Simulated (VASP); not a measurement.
# Si47C48 (a cell with a defect) in VASP: a series of runs

Runs on Si47C48 (a cell with a defect). Level: PBEsol. Tasks: single point.

Program: VASP 6.6.1. These are calculated values, not measurements. Logs are shortened: lines on timing, memory, paths and dates and some standing lists are left out, and cuts for length are marked.

## (1) The cell of the first run

The cell holds a defect, 95 atoms: a = 9.234 Å, b = 10.663 Å, c = 10.076 Å, α = 90.00°, β = 90.00°, γ = 90.00°.

## (2) Single point, PBEsol, collinear spin

File INCAR:

```
SYSTEM = Si47C48
  PREC = Accurate
  ENCUT = 520
  EDIFF = 1E-6
  ISMEAR = -1
  SIGMA = 0.05
  LREAL = Auto
  LASPH = .TRUE.
  NELM = 150
  ALGO = Normal
  ISIF = 2
  LWAVE = .FALSE.
  LCHARG = .FALSE.
  ISPIN = 2
  MAGMOM = 0 0 0 0 0 0 0 0 0 0 0 0 0 0 0 0 0 0 0 0 0 0 0 0 0 0 0 0 0 0 0 0 0 0 0 0 0 0 0 0 0 0 0 0 0 0 0 0 0 0 0 0 0 0 0 0 0 0 0 0 0 0 0 0 0 0.5 0 0 0 0 0 0 0 0.5 0 0 0.5 0.5 0 0 0 0 0 0 0 0 0 0 0 0 0 0 0 0 0
  LORBIT = 11
  GGA = PS
  NBANDS = 247
```

File KPOINTS:

```
regular mesh
0
G
  1 1 1
  0 0 0
```

File POSCAR:

```
Si47C48
1.0
    9.2342040000      0.0000000000      0.0000000000
    0.0000000000     10.6627400000      0.0000000000
    0.0000000000      0.0000000000     10.0759470000
Si C
47 48
Direct
    0.9995390000      0.9996780000      0.5006600000
    0.3334220000      0.9994840000      0.4999940000
    0.1672000000      0.2492370000      0.5016430000
    0.0026620000      0.5047190000      0.5031100000
    0.6672670000      0.9998510000      0.5006990000
    0.4991030000      0.2492170000      0.5018440000
    0.1665250000      0.7500360000      0.5009090000
    0.8333850000      0.2495640000      0.5005940000
    0.6642330000      0.5048320000      0.5033130000
    0.5005310000      0.7501670000      0.5009700000
    0.8335150000      0.7511280000      0.5003090000
    0.0002110000      0.1668220000      0.2497060000
    0.3333970000      0.1665780000      0.2492260000
    0.1663990000      0.4161250000      0.2485140000
    0.0003660000      0.6669330000      0.2492240000
    0.6666680000      0.1669480000      0.2497120000
    0.5001950000      0.4163620000      0.2484960000
    0.3335600000      0.6676270000      0.2497140000
    0.1667570000      0.9164450000      0.2499110000
    0.8334490000      0.4167350000      0.2485310000
    0.6666810000      0.6669630000      0.2492480000
    0.5002240000      0.9164940000      0.2499400000
    0.8334810000      0.9170120000      0.2497460000
    0.1667700000      0.0824440000      0.7499250000
    0.0003480000      0.3332040000      0.7496460000
    0.5002180000      0.0824270000      0.7500160000
    0.3334380000      0.3323260000      0.7495110000
    0.1666900000      0.5839070000      0.7495050000
    0.9999600000      0.8333010000      0.7500700000
    0.8335310000      0.0832300000      0.7500750000
    0.6666430000      0.3331730000      0.7496890000
    0.5004380000      0.5839500000      0.7496470000
    0.3335300000      0.8327710000      0.7496410000
    0.8336010000      0.5839670000      0.7504990000
    0.6671430000      0.8333460000      0.7500800000
    0.0000080000      0.9995110000      0.0002200000
    0.3334810000      0.9990940000      0.0002470000
    0.1667850000      0.2487810000      0.9995940000
    0.9999080000      0.4999540000      0.9995640000
    0.6670120000      0.9995630000      0.0002620000
    0.5000820000      0.2488680000      0.9996340000
    0.3334370000      0.4995700000      0.9982420000
    0.1663290000      0.7498550000      0.9998250000
    0.8334900000      0.2496580000      0.9999550000
    0.6670390000      0.4999550000      0.9996440000
    0.5007460000      0.7499110000      0.9998760000
    0.8335180000      0.7498210000      0.0003260000
    0.0001320000      0.9999190000      0.1873750000
    0.3334830000      0.9995000000      0.1874790000
    0.1669430000      0.2492560000      0.1864040000
    0.9998460000      0.5003040000      0.1862960000
    0.6668390000      0.9999970000      0.1874230000
    0.4999220000      0.2494060000      0.1866110000
    0.3332940000      0.5001480000      0.1874860000
    0.1663130000      0.7499190000      0.1863530000
    0.8334670000      0.2498960000      0.1872270000
    0.6669680000      0.5002450000      0.1865320000
    0.5007370000      0.7499610000      0.1863810000
    0.8335120000      0.7499620000      0.1873390000
    0.9998930000      0.0000440000      0.6875890000
    0.3335170000      0.9997560000      0.6871550000
    0.1667670000      0.2494580000      0.6878290000
    0.9998240000      0.5006910000      0.6883450000
    0.6671400000      0.0001020000      0.6876140000
    0.5001510000      0.2494140000      0.6879390000
    0.3337370000      0.4998850000      0.7068020000
    0.1664030000      0.7503490000      0.6876200000
    0.8334700000      0.2502760000      0.6873280000
    0.6673480000      0.5006940000      0.6884530000
    0.5007200000      0.7503790000      0.6876950000
    0.8335300000      0.7503000000      0.6872860000
    0.9995100000      0.1661630000      0.4385220000
    0.3333200000      0.1668500000      0.4379150000
    0.1497420000      0.4089910000      0.4321780000
    0.9995850000      0.6686260000      0.4380140000
    0.6671150000      0.1666650000      0.4384890000
    0.5168000000      0.4094020000      0.4326430000
    0.3336750000      0.6852840000      0.4316710000
    0.1658110000      0.9180170000      0.4384690000
    0.8335660000      0.4164340000      0.4370500000
    0.6674780000      0.6685880000      0.4380260000
    0.5012030000      0.9182190000      0.4385030000
    0.8333760000      0.9174440000      0.4383450000
    0.1667300000      0.0817690000      0.9381030000
    0.0002130000      0.3326010000      0.9381670000
    0.5002520000      0.0818240000      0.9382290000
    0.3334300000      0.3310410000      0.9393920000
    0.1656610000      0.5832300000      0.9388330000
    0.9997500000      0.8328090000      0.9381790000
    0.8335130000      0.0827550000      0.9384060000
    0.6667150000      0.3326020000      0.9382330000
    0.5013340000      0.5832330000      0.9391150000
    0.3335140000      0.8322120000      0.9382300000
    0.8334790000      0.5830390000      0.9382290000
    0.6673080000      0.8328710000      0.9381910000
```

Potentials or basis: VASP PAW PBE potentials, release 64 (Si, C).

The run is started by

```console
$ cat potpaw_PBE.64/Si/POTCAR potpaw_PBE.64/C/POTCAR > POTCAR
$ mpirun -np 1 vasp_gam > vasp.out
```

OUTCAR:

```text
SYSTEM = Si47C48
   PREC = Accurate
   ENCUT = 520
   EDIFF = 1E-6
   ISMEAR = -1
   LREAL = Auto
   LASPH = .TRUE.
   NELM = 150
   ISIF = 2
   ISPIN = 2
   LORBIT = 11
   GGA = PS

 ion  position               nearest neighbor table
   1  1.000  1.000  0.501-  79 1.87  83 1.88  72 1.88  60 1.88  11 3.06   5 3.07   8 3.07  30 3.08
                            29 3.08   7 3.08  24 3.08   3 3.08   2 3.08  23 3.09  19 3.09  12 3.09
   2  0.333  0.999  0.500-  79 1.88  82 1.88  61 1.89  73 1.89   6 3.07   3 3.07  10 3.07   7 3.07
                            33 3.08  24 3.08  26 3.08  19 3.08  22 3.08   5 3.08   1 3.08  13 3.09
   3  0.167  0.249  0.502-  74 1.85  62 1.88  73 1.88  72 1.89  27 3.06   6 3.06  25 3.07  24 3.07
                             2 3.07   1 3.08   8 3.08  12 3.10  13 3.10  14 3.11   4 3.12
   4  0.003  0.505  0.503-  74 1.84  75 1.87  63 1.87  80 1.94   7 3.02  28 3.03  11 3.06  34 3.06
                            25 3.08  15 3.09   3 3.12  14 3.12   9 3.13   8 3.14  20 3.15
   5  0.667  1.000  0.501-  82 1.87  83 1.88  64 1.88  76 1.89  11 3.06   1 3.07   8 3.07  10 3.08
                            30 3.08  26 3.08  35 3.08   6 3.08   2 3.08  23 3.09  22 3.09  16 3.09
   6  0.499  0.249  0.502-  77 1.85  65 1.88  73 1.88  76 1.89  27 3.06   3 3.06  26 3.07  31 3.07
                             2 3.07   5 3.08   8 3.09  13 3.10  16 3.10  17 3.11   9 3.12
   7  0.167  0.750  0.501-  78 1.83  75 1.88  67 1.88  79 1.90   4 3.02  28 3.07  33 3.07   2 3.07
                            11 3.08  29 3.08   1 3.08  10 3.08  19 3.09  18 3.09  15 3.09
   8  0.833  0.250  0.501-  76 1.88  72 1.88  68 1.88  80 1.89   5 3.07   1 3.07  30 3.08  31 3.08
                            25 3.08   3 3.08   6 3.09  16 3.09  12 3.09  20 3.10   4 3.14   9 3.14
   9  0.664  0.505  0.503-  77 1.84  81 1.87  69 1.87  80 1.94  10 3.02  32 3.03  11 3.06  34 3.06
[... 111 lines left out ...]
  82  0.501  0.918  0.439-   5 1.87   2 1.88  10 1.90  22 1.90
  83  0.833  0.917  0.438-   1 1.88   5 1.88  11 1.88  23 1.90
  84  0.167  0.082  0.938-  36 1.88  37 1.88  38 1.89  24 1.90
[... 9 lines left out ...]
  94  0.833  0.583  0.938-  39 1.88  45 1.88  47 1.89  34 1.89
  95  0.667  0.833  0.938-  47 1.88  46 1.88  40 1.88  35 1.90

  LATTYP: Found a simple orthorhombic cell.
 ALAT       =     9.2342040000
 B/A-ratio  =     1.0911549063
 C/A-ratio  =     1.1547005026

  Lattice vectors:

 A1 = (  -9.2342040000,   0.0000000000,   0.0000000000)
 A2 = (   0.0000000000,   0.0000000000,  10.0759470000)
 A3 = (   0.0000000000,  10.6627400000,   0.0000000000)

Analysis of symmetry for initial positions (statically):
=====================================================================
 Subroutine PRICEL returns:
 Original cell was already a primitive cell.

 Routine SETGRP: Setting up the symmetry group for a
 simple orthorhombic supercell.

 Subroutine GETGRP returns: Found  1 space group operations
 (whereof  1 operations were pure point group operations)
 out of a pool of  8 trial point group operations.

The static configuration has the point symmetry C_1 .

Analysis of symmetry for dynamics (positions and initial velocities):
=====================================================================
 Subroutine PRICEL returns:
 Original cell was already a primitive cell.

 Routine SETGRP: Setting up the symmetry group for a
 simple orthorhombic supercell.

 Subroutine GETGRP returns: Found  1 space group operations
 (whereof  1 operations were pure point group operations)
 out of a pool of  8 trial point group operations.

The dynamic configuration has the point symmetry C_1 .

Analysis of structural, dynamic, and magnetic symmetry:
=====================================================================
 Subroutine PRICEL returns:
 Original cell was already a primitive cell.

 Routine SETGRP: Setting up the symmetry group for a
 simple orthorhombic supercell.

[... 261 lines left out ...]
   IVDW    =     0    specifies the selected vdW correction
   LEPSILON=     F    determine dielectric tensor
   LRPA    =     F    only Hartree local field effects (RPA)
 spin polarized calculation
  energy-cutoff  :      520.00
  volume of cell :      992.10
 maximum number of plane-waves:     13365
 NGX is ok and might be reduce to    70
   NGX = 35   NGY = 39   NGZ = 37

 number of electron     380.0000020 magnetization       1.9986577

 Free energy of the ion-electron system (eV)
  ---------------------------------------------------
  ext. energy  EPLUGINS =         0.00000000
  ---------------------------------------------------
  free energy    TOTEN  =      -746.64276258 eV

  energy without entropy =     -746.62064620  energy(sigma->0) =     -746.63170439

 E-fermi :   8.3664     XC(G=0): -11.4285

 val. band max:        8.1920564290   @ k =   0.0000   0.0000   0.0000
 cond. band min:       8.5135412646   @ k =   0.0000   0.0000   0.0000
 fundamental gap:      0.3214848356
 Fermi energy:         8.3663805936

 spin component 1

 k-point     1 :       0.0000    0.0000    0.0000
  band No.  band energies     occupation
      1      -7.5691      1.00000
      2      -6.5310      1.00000
      3      -6.5057      1.00000
      4      -6.4038      1.00000
      5      -6.3452      1.00000
      6      -6.1793      1.00000
[... 194 lines left out ...]
    201      11.3307      0.00000
    202      11.3395      0.00000
 Fermi energy:         8.3663805936

 spin component 2

 k-point     1 :       0.0000    0.0000    0.0000
  band No.  band energies     occupation
      1      -7.5519      1.00000
      2      -6.5127      1.00000
      3      -6.4868      1.00000
      4      -6.3856      1.00000
      5      -6.3305      1.00000
      6      -6.1646      1.00000
[... 194 lines left out ...]
    201      11.3530      0.00000
    202      11.3552      0.00000
 [bands above 202 left out]

------------------------ aborting loop because EDIFF is reached ----------------------------------------

  FORCE on cell =-STRESS in cart. coord.  units (eV):
  Direction    XX          YY          ZZ          XY          YZ          ZX
  --------------------------------------------------------------------------------------
  -------------------------------------------------------------------------------------
  Total       13.1605456      0.3783892      5.1008141      0.2352260      0.1738452      0.1500851
  in kB       21.2534931      0.6110759      8.2375093      0.3798760      0.2807495      0.2423784
  external PRESSURE =      10.0340261 kB  Pullay stress =       0.0000000 kB

 VOLUME and BASIS-vectors are now :
 -----------------------------------------------------------------------------
  energy-cutoff  :      520.00
  volume of cell :      992.10
      direct lattice vectors                 reciprocal lattice vectors
     9.234204000  0.000000000  0.000000000     0.108293037  0.000000000  0.000000000
     0.000000000 10.662740000  0.000000000     0.000000000  0.093784524  0.000000000
     0.000000000  0.000000000 10.075947000     0.000000000  0.000000000  0.099246254

 POSITION                                       TOTAL-FORCE (eV/Angst)
 -----------------------------------------------------------------------------------
      9.22995     10.65931      5.04462         0.001600     -0.011750      0.006849
      3.07889     10.65724      5.03791         0.001585      0.002617     -0.001457
      1.54396      2.65755      5.05453         0.021501     -0.009861     -0.005727
      0.02458      5.38169      5.06931         0.008055     -0.021759     -0.006282
      6.16168     10.66115      5.04502         0.012168      0.007961     -0.000764
      4.60882      2.65734      5.05655         0.016641      0.033511     -0.020330
[... 87 lines left out ...]
      7.69652      6.21679      9.45355        -0.004457      0.000153     -0.001494
      6.16206      8.88069      9.45316        -0.002438     -0.000313      0.003287
 -----------------------------------------------------------------------------------
    total drift:                                0.019544     -0.008325      0.023705

  FREE ENERGIE OF THE ION-ELECTRON SYSTEM (eV)
  ---------------------------------------------------
  free  energy   TOTEN  =      -746.6427625787 eV

  energy  without entropy=     -746.6206462044  energy(sigma->0) =     -746.63170439

 total charge

# of ion       s       p       d       tot
------------------------------------------
    1        0.707   0.984   0.000   1.691
    2        0.704   0.977   0.000   1.680
    3        0.705   0.988   0.000   1.694
    4        0.712   0.979   0.000   1.691
    5        0.707   0.983   0.000   1.691
    6        0.705   0.988   0.000   1.693
[... 87 lines left out ...]
   94        0.829   1.714   0.000   2.542
   95        0.829   1.711   0.000   2.540
--------------------------------------------------
tot         73.124 127.458   0.000 200.582

 magnetization (x)

# of ion       s       p       d       tot
------------------------------------------
    1        0.001   0.005   0.000   0.006
    2       -0.000  -0.000   0.000  -0.000
    3       -0.000  -0.001   0.000  -0.002
    4       -0.001  -0.003   0.000  -0.004
    5        0.000   0.005   0.000   0.006
    6       -0.000  -0.001   0.000  -0.001
[... 87 lines left out ...]
   94       -0.000  -0.000   0.000  -0.000
   95       -0.000   0.001   0.000   0.001
--------------------------------------------------
tot          0.067   0.929   0.000   0.997
```

Wall time 14 min (1 thread of AMD EPYC 7R43 (Zen 3), shared host); peak memory 1.2 GiB.

What came out:

```yaml
Free_energy: -746.6428 eV
Pressure: 1.0 GPa
Largest_force: 0.046 eV/Å
Net_moment: 2.00 μB per cell
Site_moments: Si +0.01, -0.00, -0.01, +0.00 (each value once); C -0.00, +0.00, +0.01, +0.31, +0.10, +0.07, +0.30, +0.03 (each value once) μB
Valence_electrons_inside_the_program's_atomic_spheres: Si 1.69, 1.68, 1.70, 1.67 (each value once); C 2.54, 2.52, 2.47, 2.53, 2.43 (each value once)
```

Forces on the atoms (eV/Å):
```
Si   0.002 -0.012  0.007
Si   0.002  0.003 -0.001
Si   0.022 -0.010 -0.006
Si   0.008 -0.022 -0.006
Si   0.012  0.008 -0.001
Si   0.017  0.034 -0.020
Si   0.011 -0.001  0.003
Si   0.001  0.011 -0.005
Si   0.003 -0.030 -0.019
Si   0.012 -0.001  0.001
Si  -0.004  0.007 -0.001
Si  -0.003  0.002 -0.001
Si   0.009  0.004  0.002
Si   0.006  0.019  0.000
Si  -0.004 -0.002  0.001
Si  -0.003  0.003  0.002
Si   0.004 -0.002  0.046
Si  -0.004 -0.013 -0.001
Si  -0.003  0.004  0.000
Si   0.003  0.002  0.015
Si  -0.003 -0.005  0.006
Si   0.002  0.005  0.000
Si   0.000  0.000  0.004
Si  -0.002  0.002 -0.003
Si  -0.003 -0.002  0.000
Si   0.000  0.007 -0.003
Si   0.011 -0.013 -0.002
Si  -0.001 -0.002 -0.011
Si   0.000  0.002 -0.007
Si   0.001 -0.004 -0.003
Si  -0.006  0.002 -0.001
Si   0.019  0.002 -0.002
Si   0.003  0.007 -0.005
Si  -0.003 -0.007  0.003
Si  -0.006  0.002 -0.005
Si   0.000  0.004 -0.002
Si   0.000  0.005 -0.002
Si  -0.001  0.003 -0.006
Si  -0.003  0.001 -0.005
Si  -0.001  0.005 -0.001
Si   0.005 -0.002  0.005
Si  -0.002  0.002  0.016
Si   0.001  0.001 -0.007
Si  -0.003  0.001  0.003
Si   0.009 -0.002  0.010
Si  -0.005  0.001 -0.007
Si  -0.002 -0.004 -0.001
C    0.001 -0.004 -0.006
C    0.001  0.001 -0.001
C   -0.006  0.001  0.013
C    0.008 -0.010  0.006
C   -0.004 -0.002 -0.003
C   -0.004 -0.005 -0.009
C    0.005 -0.003 -0.013
C    0.005  0.003  0.010
C    0.004 -0.005 -0.003
C   -0.007  0.006 -0.018
C   -0.004  0.004  0.008
C    0.005  0.005  0.002
C   -0.002  0.001  0.003
C   -0.002 -0.002  0.007
C   -0.008 -0.003  0.007
C   -0.006  0.002  0.002
C   -0.003  0.001  0.005
C   -0.001 -0.007  0.009
C   -0.019  0.005 -0.014
C   -0.009  0.004  0.005
C    0.004 -0.001  0.006
C   -0.001  0.005  0.009
C    0.001  0.011  0.003
C    0.003  0.001  0.003
C    0.006  0.020 -0.006
C   -0.013 -0.002  0.004
C    0.006  0.014  0.022
C   -0.009  0.004 -0.011
C   -0.012 -0.031  0.010
C   -0.009 -0.018 -0.015
C   -0.015 -0.025  0.008
C    0.007 -0.001  0.003
C   -0.015  0.006  0.009
C    0.007  0.022  0.000
C   -0.009 -0.005 -0.009
C   -0.002  0.003 -0.002
C    0.009 -0.001  0.004
C    0.001 -0.007 -0.005
C    0.000 -0.002 -0.007
C   -0.003  0.002 -0.004
C    0.007  0.002  0.008
C    0.002 -0.005  0.001
C   -0.004 -0.002 -0.001
C    0.001 -0.004 -0.005
C   -0.005 -0.003 -0.022
C   -0.004  0.005 -0.001
C   -0.004  0.000 -0.001
C   -0.002  0.000  0.003
```

Caveat: the k points lie up to 0.68 Å⁻¹ apart; the PAW data sets were made with another functional, which shifts forces and pressure a little.

(Continued in part 2 of 2.)
